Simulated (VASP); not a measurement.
Write the native input for VASP 6.6.1 that does the following.

```
Task                   : single point
Functional             : r2SCAN
Potentials or basis    : VASP PAW PBE potentials, release 64 (Sn_d, O)
Cutoff                 : 520 eV
k mesh                 : 10 × 10 × 8
Occupations            : gaussian, width 0.01 eV
Spin                   : no spin polarisation
Dipole correction      : no
Further INCAR settings : ALGO = Normal; EDIFF = 1e-06; NBANDS = 28
```

Crystal: SnO.

```xyz
4
Lattice="3.9602 0.0000 0.0000 0.0000 3.7698 0.0000 0.0000 0.0000 4.8868" Properties=species:S:1:pos:R:3 pbc="T T T"
Sn    0.0000    1.8849    1.1337
Sn    1.9801    0.0000    3.7530
O     1.9801    1.8849    0.0333
O     0.0000    0.0000   -0.0333
```

This cell differs from its parent crystal: uniaxial strain along a: +4.0 %.

The input as run:

POSCAR

```
SnO
1.0
    3.9601560097      0.0000000000      0.0000000000
    0.0000000000      3.7697638939      0.0000000000
    0.0000000000      0.0000000000      4.8867650928
Sn O
2 2
Direct
    0.0000000000      0.5000000000      0.2320005268
    0.5000000000      0.0000000000      0.7679994732
    0.5000000000      0.5000000000      0.0068153020
    0.0000000000      0.0000000000     -0.0068153020
```

INCAR.step1

```
  PREC = Accurate
  ENCUT = 520
  ISMEAR = 0
  SIGMA = 0.01
  LREAL = F
  LASPH = T
  NELM = 60
  NBANDS = 28
  GGA = PE
  ALGO = Normal
  EDIFF = 1E-4
  LWAVE = T
  LCHARG = F
```

INCAR.step2

```
  PREC = Accurate
  ENCUT = 520
  EDIFF = 1E-6
  ISMEAR = 0
  SIGMA = 0.01
  LREAL = F
  LASPH = T
  NELM = 60
  ALGO = Normal
  ISIF = 2
  LWAVE = F
  LCHARG = F
  METAGGA = R2SCAN
  LMIXTAU = T
  NBANDS = 28
  ISTART = 1
```

KPOINTS

```
regular mesh
0
Gamma
  10 10 8
```

Potentials or basis: VASP PAW PBE potentials, release 64 (Sn_d, O).

The run is started by

```console
$ cat potpaw_PBE.64/Sn_d/POTCAR potpaw_PBE.64/O/POTCAR > POTCAR
$ cp INCAR.step1 INCAR
$ mpirun -np 1 vasp_std > vasp.out
$ cp INCAR.step2 INCAR
$ mpirun -np 1 vasp_std > vasp.out
```

Results of the run:

| Quantity | Value |
| --- | --- |
| Pressure | -1.5 GPa |
| Largest force | 0.065 eV/Å |
| Band gap on the k mesh | 0.54 eV (least direct gap 2.30 eV) |

Caveat: the cell differs from its parent crystal (uniaxial strain along a: +4.0 %); the PAW data sets were made with another functional, which shifts forces and pressure a little; spin-orbit coupling is left out, which moves the levels of the heavy elements.

Run time: 11 min on 1 thread of Intel(R) Xeon(R) 6975P-C (Granite Rapids), with other jobs on the host, peak memory 0.4 GiB.
